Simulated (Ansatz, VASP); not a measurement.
Given: the input of a run of Ansatz 0.2.0 on Pb.

The input input.yaml:

```yaml
crystal:
  lattice:
    - [0.0, 3.4390000555, 3.4390000555]
    - [3.4390000555, 0.0, 3.4390000555]
    - [3.4390000555, 3.4390000555, 0.0]
  atoms:
    - { symbol: Pb, position: [0.25, 0.25, 0.25] }
    - { symbol: Pb, position: [0.0, 0.0, 0.0] }
kpoints:
  mp_grid: { grid: [7, 7, 7] }
scf:
  occupations: { method: fermi_dirac, width: 0.05 }
hamiltonian:
  xc: pbe
  pseudopotentials: { kind: all_electron, lapw: { basis_error: 0.001 } }
output:
  forces: true
  stress: true
  eigenvalues: true
  populations: true
```

Potentials or basis: all-electron LAPW, scalar-relativistic.

Command:

```console
$ ansatz run input.yaml --threads 1 --pin off --max-ram 3072MiB --backend cpu --events-out ev --progress --plain --runs-dir out
```

Set up the same calculation for VASP 6.6.1. Potentials there: VASP PAW PBE potentials, release 64 (Pb_d).

As run (the cutoff follows the program's own potentials):

INCAR

```
SYSTEM = Pb
PREC = Accurate ; ENCUT = 520
EDIFF = 1E-6 ; ISMEAR = -1
SIGMA = 0.05 ; LREAL = .FALSE.
LASPH = .TRUE. ; NELM = 60
ALGO = Normal ; ISIF = 2
LWAVE = .FALSE. ; LCHARG = .FALSE.
GGA = PE ; NBANDS = 21
```

KPOINTS

```
regular mesh
0
G
  7 7 7
  0 0 0
```

Contents of POSCAR:

```
Pb
1.0
    0.0000000000      3.4390000555      3.4390000555
    3.4390000555      0.0000000000      3.4390000555
    3.4390000555      3.4390000555      0.0000000000
Pb
2
Direct
    0.2500000000      0.2500000000      0.2500000000
    0.0000000000      0.0000000000      0.0000000000
```

Potentials or basis: VASP PAW PBE potentials, release 64 (Pb_d).

Launch:

```console
$ cat potpaw_PBE.64/Pb_d/POTCAR > POTCAR
$ mpirun -np 1 vasp_std > vasp.out
```

Both were run:

|  | VASP | Ansatz | Ansatz less VASP |
| --- | --- | --- | --- |
| gap on the k mesh at the Fermi level (eV) | none | none | - |
| pressure (GPa) | 2.4 | 2.4 | +0.06 |

A gap of «none» marks a metal or a gap that the smearing closes. Ansatz ran all-electron here, and VASP with PAW potentials.

Spin-orbit coupling is off throughout.
